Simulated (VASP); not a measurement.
# W4S7 in VASP: further runs, part 2 of 2

VASP 6.6.1.

## Step 3: Single point, PBE+D3(BJ), collinear spin (atoms taken out, then relaxed in part)

INCAR

```
SYSTEM = W4S7
ALGO = Normal
DIPOL = 0.5 0.5 0.493
EDIFF = 1E-7
ENCUT = 520
GGA = PE
IDIPOL = 3
ISIF = 2
ISMEAR = 0
ISPIN = 2
IVDW = 12
KPAR = 4
LASPH = .True.
LCHARG = .False.
LDIPOL = .True.
LMAXMIX = 4
LORBIT = 11
LREAL = .False.
LWAVE = .False.
MAGMOM = 0 0 0 0 0 0 0 0.5 0.5 0.5 0
NBANDS = 64
NELM = 150
PREC = Accurate
SIGMA = 0.05
```

KPOINTS

```
k-points
0
Gamma
  6 6 1
  0 0 0
```

POSCAR

```
W4S7
1.0
    6.3210397202      0.0000000000      0.0000000000
   -3.1605198601      5.4741809760      0.0000000000
    0.0000000000      0.0000000000     21.1515789945
S W
7 4
Direct
    0.1666666667      0.3333333333      0.4243991898
    0.1728718980      0.8364359490      0.4262865937
    0.6635640510      0.3271281020      0.4262865937
    0.6635640510      0.8364359490      0.4262865937
    0.1650278195      0.8325139098      0.5741914163
    0.6674860902      0.3349721805      0.5741914163
    0.6674860902      0.8325139098      0.5741914163
    0.3287070011      0.1712929989      0.4999149829
    0.3287070011      0.6574140023      0.4999149829
    0.8425859977      0.1712929989      0.4999149829
    0.8333333333      0.6666666667      0.4999204892
```

Potentials or basis: VASP PAW PBE potentials, release 64 (S, W_sv).

The run is started by

```console
cat potpaw_PBE.64/S/POTCAR potpaw_PBE.64/W_sv/POTCAR > POTCAR
mpirun -np 4 vasp_std > vasp.out
```

OUTCAR:

```text
SYSTEM = W4S7
   EDIFF = 1E-7
   ENCUT = 520
   GGA = PE
   ISIF = 2
   ISMEAR = 0
   ISPIN = 2
   IVDW = 12
   LASPH = .True.
   LORBIT = 11
   LREAL = .False.
   NELM = 150
   PREC = Accurate
 IVDW          = 12

 ion  position               nearest neighbor table
   1  0.167  0.333  0.424-   8 2.39   9 2.39  10 2.39
   2  0.173  0.836  0.426-   9 2.41   8 2.41  11 2.42
   3  0.664  0.327  0.426-  10 2.41   8 2.41  11 2.42
   4  0.664  0.836  0.426-  10 2.41   9 2.41  11 2.42
   5  0.165  0.833  0.574-  11 2.40   8 2.43   9 2.43
   6  0.667  0.335  0.574-  11 2.40  10 2.43   8 2.43
   7  0.667  0.833  0.574-  11 2.40  10 2.43   9 2.43
   8  0.329  0.171  0.500-   1 2.39   2 2.41   3 2.41   5 2.43   6 2.43   9 3.07  10 3.07  11 3.16
                            11 3.16   9 3.25  10 3.25
   9  0.329  0.657  0.500-   1 2.39   2 2.41   4 2.41   5 2.43   7 2.43   8 3.07  10 3.07  11 3.16
                            11 3.16  10 3.25   8 3.25
  10  0.843  0.171  0.500-   1 2.39   3 2.41   4 2.41   7 2.43   6 2.43   9 3.07   8 3.07  11 3.16
                            11 3.16   9 3.25   8 3.25
  11  0.833  0.667  0.500-   6 2.40   7 2.40   5 2.40   4 2.42   3 2.42   2 2.42  10 3.16   8 3.16
                             8 3.16  10 3.16   9 3.16   9 3.16

  LATTYP: Found a hexagonal cell.
 ALAT       =     6.3210397202
 C/A-ratio  =     3.3462183329

  Lattice vectors:

 A1 = (   6.3210397202,   0.0000000000,   0.0000000000)
 A2 = (  -3.1605198601,   5.4741809760,   0.0000000000)
 A3 = (   0.0000000000,   0.0000000000,  21.1515789945)

Analysis of symmetry for initial positions (statically):
=====================================================================
 Subroutine PRICEL returns:
 Original cell was already a primitive cell.

 Routine SETGRP: Setting up the symmetry group for a
 hexagonal supercell.
[... 1101 lines left out ...]

 vacuum level on the upper side and lower side of the slab       (xc-potential included)         0.013        -0.021

 Edisp (eV)   -3.18068

 E8    (eV) :    -1.4455

  FORCE on cell =-STRESS in cart. coord.  units (eV):
  Direction    XX          YY          ZZ          XY          YZ          ZX
  --------------------------------------------------------------------------------------
  -------------------------------------------------------------------------------------
  Total      -7.63807    -7.63807    -0.05644    -0.00000     0.00000     0.00000
  in kB     -16.72028   -16.72028    -0.12356    -0.00000     0.00000     0.00000
  external pressure =      -11.19 kB  Pullay stress =        0.00 kB

 VOLUME and BASIS-vectors are now :
 -----------------------------------------------------------------------------
  energy-cutoff  :      520.00
  volume of cell :      731.90
      direct lattice vectors                 reciprocal lattice vectors
     6.321039720  0.000000000  0.000000000     0.158201822  0.091337864  0.000000000
    -3.160519860  5.474180976  0.000000000     0.000000000  0.182675729  0.000000000
     0.000000000  0.000000000 21.151578994     0.000000000  0.000000000  0.047277794

 POSITION                                       TOTAL-FORCE (eV/Angst)
 -----------------------------------------------------------------------------------
      0.00000      1.82473      8.97671         0.000000     -0.000000     -0.003570
     -1.55084      4.57880      9.01663         0.001882      0.001086     -0.001653
      3.16052      1.79076      9.01663         0.000000     -0.002173     -0.001653
      1.55084      4.57880      9.01663        -0.001882      0.001086     -0.001653
     -1.58803      4.55733     12.14506        -0.003992     -0.002305      0.010882
      3.16052      1.83370     12.14506        -0.000000      0.004610      0.010882
      1.58803      4.55733     12.14506         0.003992     -0.002305      0.010882
      1.53640      0.93769     10.57399        -0.000752      0.000434     -0.015048
     -0.00000      3.59880     10.57399         0.000000     -0.000868     -0.015048
      4.78464      0.93769     10.57399         0.000752      0.000434     -0.015048
      3.16052      3.64945     10.57411         0.000000     -0.000000      0.021030
 -----------------------------------------------------------------------------------
    total drift:                                0.000002     -0.000001     -0.000025

  FREE ENERGIE OF THE ION-ELECTRON SYSTEM (eV)
  ---------------------------------------------------
  free  energy   TOTEN  =       -90.8653023634 eV

  energy  without entropy=      -90.8653023634  energy(sigma->0) =      -90.86530236

 vacuum level on the upper side and lower side of the slab         3.387         3.372

 total charge

# of ion       s       p       d       tot
------------------------------------------
    1        1.357   2.370   0.000   3.726
    2        1.360   2.350   0.000   3.710
    3        1.360   2.350   0.000   3.710
    4        1.360   2.350   0.000   3.710
    5        1.356   2.358   0.000   3.714
    6        1.356   2.358   0.000   3.714
    7        1.356   2.358   0.000   3.714
    8        2.322   6.294   3.324  11.940
    9        2.322   6.294   3.324  11.940
   10        2.322   6.294   3.324  11.940
   11        2.322   6.328   3.366  12.016
--------------------------------------------------
tot         18.794  41.703  13.338  73.835

 magnetization (x)

# of ion       s       p       d       tot
------------------------------------------
    1       -0.000   0.000   0.000  -0.000
    2       -0.000  -0.000   0.000  -0.000
    3       -0.000  -0.000   0.000  -0.000
    4       -0.000  -0.000   0.000  -0.000
    5       -0.000  -0.000   0.000  -0.000
    6       -0.000  -0.000   0.000  -0.000
    7       -0.000  -0.000   0.000  -0.000
    8        0.000   0.000   0.000   0.000
    9        0.000   0.000   0.000   0.000
   10        0.000   0.000   0.000   0.000
   11        0.000   0.000  -0.000  -0.000
--------------------------------------------------
tot         -0.000  -0.000   0.000  -0.000
```

Wall time 8.9 min (4 MPI ranks of Intel Xeon Platinum 8488C (Sapphire Rapids), shared host); peak memory 1.3 GiB.

Results:

```yaml
Free_energy: -90.8653 eV
Largest_force: 0.021 eV/Å
Band_gap_on_the_k_mesh: 0.85 eV (least direct gap 1.04 eV)
Net_moment: 0.00 μB per cell
Valence_electrons_inside_the_program's_atomic_spheres: S 3.73, 3.71 (each value once); W 11.94, 12.02 (each value once)
Dispersion_energy_per_atom: -0.289 eV
```

Forces on the atoms (eV/Å):
```
S    0.000  0.000 -0.004
S    0.002  0.001 -0.002
S    0.000 -0.002 -0.002
S   -0.002  0.001 -0.002
S   -0.004 -0.002  0.011
S    0.000  0.005  0.011
S    0.004 -0.002  0.011
W   -0.001  0.000 -0.015
W    0.000 -0.001 -0.015
W    0.001  0.000 -0.015
W    0.000  0.000  0.021
```

Caveat: the cell differs from its parent crystal (atoms taken out, then relaxed in part); spin-orbit coupling is left out, which moves the levels of the heavy elements.
